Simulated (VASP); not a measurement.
A run of VASP 6.6.1 is set up as follows.

INCAR

```
ALGO = Normal
EDIFF = 1E-6
ENCUT = 520
GGA = PS
ISIF = 2
ISMEAR = -1
LASPH = T
LCHARG = T
LELF = T
LREAL = F
LVHAR = T
LWAVE = F
NBANDS = 19
NELM = 60
PREC = Accurate
SIGMA = 0.05
```

KPOINTS

```
k-points
0
Gamma
  14 14 8
```

The input POSCAR:

```
Cd
1.0
    2.7226046761      0.0000000000      0.0000000000
   -1.3613023380      2.3578448139      0.0000000000
    0.0000000000      0.0000000000      4.5292610006
Cd
2
Direct
    0.3333333333      0.6666666667      0.2500000000
    0.6666666667      0.3333333333      0.7500000000
```

Potentials or basis: VASP PAW PBE potentials, release 64 (Cd).

Command:

```sh
$ cat potpaw_PBE.64/Cd/POTCAR > POTCAR
$ mpirun -np 1 vasp_std > vasp.out
```

(1) Estimate the pressure.

(2) What does it give for the band gap on the k mesh?

Answers

(1) 60.8 GPa.

(2) zero (band 12 reaches 8.02 eV, above the bottom of band 13 at 5.79 eV).

Caveat: the PAW data sets were made with another functional, which shifts forces and pressure a little.
